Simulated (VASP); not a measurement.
# Pt3Cl in VASP: a series of runs, part 2 of 2

VASP 6.6.1. Earlier steps stand in the parts before.

## Step 4: Relaxation of the atoms, PBE

INCAR

```
PREC = Accurate
ENCUT = 450
EDIFF = 1E-7
ISMEAR = 0
SIGMA = 0.1
LREAL = F
LASPH = T
NELM = 120
ALGO = Normal
ISIF = 2
LWAVE = F
LCHARG = F
LDIPOL = T
IDIPOL = 3
DIPOL = 0.5 0.5 0.359
GGA = PE
IBRION = 2
NSW = 50
EDIFFG = -0.025
GGA_COMPAT = F
NELMIN = 4
NELMDL = -8
```

KPOINTS

```
regular mesh
0
Gamma
  9 9 1
```

POSCAR

```
Pt3Cl
1.0
    2.8071640675      0.0000000000      0.0000000000
    0.0000000000      2.8071640675      0.0000000000
    0.0000000000      0.0000000000     19.3513901305
Pt Cl
3 1
Selective dynamics
Direct
    0.5000000000      0.5000000000      0.2067034964  F F F
    0.0000000000      0.0000000000      0.3062505503  F F F
    0.5000000000      0.5000000000      0.4057274479  T T T
    0.5000000000      0.8333333333      0.5181188051  F F T
```

Potentials or basis: VASP PAW PBE potentials, release 64 (Pt, Cl).

Started as:

```console
> cat potpaw_PBE.64/Pt/POTCAR potpaw_PBE.64/Cl/POTCAR > POTCAR
> mpirun -np 1 vasp_std > vasp.out
```

OUTCAR:

```text
PREC = Accurate
   ENCUT = 450
   EDIFF = 1E-7
   ISMEAR = 0
   LREAL = F
   LASPH = T
   NELM = 120
   ISIF = 2
   GGA = PE
   IBRION = 2
   NSW = 50
   EDIFFG = -0.025
   NELMIN = 4
   NELMDL = -8

 ion  position               nearest neighbor table
   1  0.500  0.500  0.207-   2 2.77   2 2.77   2 2.77   2 2.77
   2  0.000  0.000  0.306-   3 2.77   3 2.77   3 2.77   3 2.77   1 2.77   1 2.77   1 2.77   1 2.77

   3  0.500  0.500  0.406-   4 2.37   2 2.77   2 2.77   2 2.77   2 2.77   4 2.87
   4  0.500  0.833  0.518-   3 2.37   3 2.87

  LATTYP: Found a simple tetragonal cell.
 ALAT       =     2.8071640675
 C/A-ratio  =     6.8935728961

  Lattice vectors:

 A1 = (   2.8071640675,   0.0000000000,   0.0000000000)
 A2 = (   0.0000000000,   2.8071640675,   0.0000000000)
[... 401 lines left out ...]

 E-fermi :   0.5861     XC(G=0):  -6.0633

 val. band max:        0.5648573965   @ k =   0.2222   0.2222   0.0000
 cond. band min:       0.6082050782   @ k =   0.0000   0.0000   0.0000
 fundamental gap:      0.0433476817
 Fermi energy:         0.5861347535

 k-point     1 :       0.0000    0.0000    0.0000
  band No.  band energies     occupation
      1     -16.0364      2.00000
      2      -8.3290      2.00000
      3      -6.3202      2.00000
      4      -5.6314      2.00000
      5      -5.3725      2.00000
      6      -4.5947      2.00000
[... 589 lines left out ...]
     21       4.6761      0.00000
     22       5.2996      0.00000

 [... further k-points ...]

------------------------ aborting loop because EDIFF is reached ----------------------------------------

 vacuum level on the upper side and lower side of the slab       (xc-potential included)        -0.140        -0.109

  FORCE on cell =-STRESS in cart. coord.  units (eV):
  Direction    XX          YY          ZZ          XY          YZ          ZX
  --------------------------------------------------------------------------------------
  -------------------------------------------------------------------------------------
  Total        0.0343002      0.9379047      0.0898654      0.0000000     -0.2135830      0.0000000
  in kB        0.3603785      9.8542036      0.9441813      0.0000000     -2.2440340      0.0000000
  external PRESSURE =       3.7195878 kB  Pullay stress =       0.0000000 kB
[... 19 lines left out ...]
  FREE ENERGIE OF THE ION-ELECTRON SYSTEM (eV)
  ---------------------------------------------------
  free  energy   TOTEN  =       -18.6641998880 eV

  energy  without entropy=      -18.6303884545  energy(sigma->0) =      -18.64729417

 reached required accuracy - stopping structural energy minimisation

 vacuum level on the upper side and lower side of the slab         6.058         6.087
```

OSZICAR:

```text
N       E                     dE             d eps       ncg     rms          rms(c)
DAV:   1     0.250800438646E+03    0.25080E+03   -0.15021E+04  1100   0.125E+03
DAV:   2    -0.214053901077E+01   -0.25294E+03   -0.24253E+03  1480   0.267E+02
DAV:   3    -0.196507257969E+02   -0.17510E+02   -0.16989E+02  1390   0.693E+01
DAV:   4    -0.203316688128E+02   -0.68094E+00   -0.65837E+00  1274   0.136E+01
[... 192 lines left out ...]
DAV:   5    -0.186642011893E+02    0.46310E-05   -0.32708E-05  1244   0.445E-02    0.206E-02
DAV:   6    -0.186642035213E+02   -0.23320E-05   -0.31878E-05  1172   0.470E-02    0.169E-02
DAV:   7    -0.186642002731E+02    0.32482E-05   -0.14390E-05  1270   0.351E-02    0.640E-03
DAV:   8    -0.186641998900E+02    0.38314E-06   -0.20806E-06  1186   0.769E-03    0.423E-03
DAV:   9    -0.186641998880E+02    0.19454E-08   -0.38739E-07  1082   0.343E-03
  15 F= -.18664200E+02 E0= -.18647294E+02  d E =-.405905E-04
```

CONTCAR:

```text
Pt3Cl
   1.00000000000000
     2.8071640675000000    0.0000000000000000    0.0000000000000000
     0.0000000000000000    2.8071640675000000    0.0000000000000000
     0.0000000000000000    0.0000000000000000   19.3513901305000005
  Pt              Cl
     3     1
Selective dynamics
Direct
     0.5000000000000000    0.5000000000000000    0.2067034964000030   F   F   F
     0.0000000000000000    0.0000000000000000    0.3062505502999997   F   F   F
     0.5000000000000000    0.4569085985146909    0.4083925605647141   T   T   T
     0.5000000000000000    0.8333333332999970    0.5167551176649997   F   F   T

  0.00000000E+00  0.00000000E+00  0.00000000E+00
  0.00000000E+00  0.00000000E+00  0.00000000E+00
  0.00000000E+00  0.00000000E+00  0.00000000E+00
  0.00000000E+00  0.00000000E+00  0.00000000E+00
```

Run time: 14 min. Hardware: 1 thread of Intel Xeon Platinum 8175M at 2.50GHz (Skylake/Cascade Lake), shared host; peak memory 0.26 GiB.

What came out:

* Free energy: -18.6642 eV
* Energy gained by relaxing: 8.0 meV/atom
* Ionic steps: 15
* Band gap on the k mesh: zero (an odd number of electrons rules out a gap without spin polarisation)

Step by step:
```csv
step,energy change (eV),largest force on free atoms (eV/Å),pressure (GPa)
1,0.0000,0.6867,0.55
2,-0.0161,0.2939,0.48
3,-0.0174,0.2745,0.48
4,-0.0219,0.2293,0.37
5,-0.0293,0.0787,0.06
6,-0.0297,0.1050,-0.02
7,-0.0305,0.0603,0.03
8,-0.0308,0.1171,0.09
9,-0.0314,0.0708,0.15
10,-0.0317,0.0322,0.22
11,-0.0317,0.0345,0.25
12,-0.0319,0.0274,0.28
13,-0.0319,0.0267,0.33
14,-0.0320,0.0288,0.35
15,-0.0320,0.0142,0.37
```

Final structure:
```cif
data_structure
_symmetry_space_group_name_H-M 'P 1'
_symmetry_Int_Tables_number 1
_cell_length_a 2.8072
_cell_length_b 2.8072
_cell_length_c 19.3514
_cell_angle_alpha 90.000
_cell_angle_beta 90.000
_cell_angle_gamma 90.000
_cell_volume 152.49
loop_
_atom_site_label
_atom_site_type_symbol
_atom_site_fract_x
_atom_site_fract_y
_atom_site_fract_z
_atom_site_occupancy
Pt1 Pt 0.50000 0.50000 0.20670 1
Pt2 Pt 0.00000 0.00000 0.30625 1
Pt3 Pt 0.50000 0.45691 0.40839 1
Cl1 Cl 0.50000 0.83333 0.51676 1
```

Levels at points of the mesh, in eV from the Fermi level:
```
           k point  band 17  band 18  band 19  band 20  band 21  band 22
(0.00, 0.00, 0.00)    -0.47    -0.45     0.02     0.20     0.34     1.04
```

Caveat: spin-orbit coupling is left out, which moves the levels of the heavy elements; an odd number of electrons without spin polarisation forces a metal; a magnetic or distorted state may lie lower.

## Step 5: Overview

| task | cell | cutoff (eV) | atoms held fixed (from 0) | gap on the mesh (eV) | largest force (eV/Å) |
| --- | --- | --- | --- | --- | --- |
| single point | as given, atomic positions A | 400 | - | none | 0.34 |
| single point | as given, atomic positions B | 400 | - | none | 0.34 |
| relaxation of the atoms | atoms relaxed, atomic positions C | 450 | [0, 1, 3] | none | - |

Alike in all rows: level PBE; potentials or basis VASP PAW PBE potentials, release 64 (Pt, Cl); no spin polarisation; k mesh 9 × 9 × 1; smearing gaussian 0.1 eV.

Caveats: spin-orbit coupling is left out, which moves the levels of the heavy elements; an odd number of electrons without spin polarisation forces a metal; a magnetic or distorted state may lie lower.

Total energies depend on the potentials used, so only differences within one code and one set of settings carry meaning.
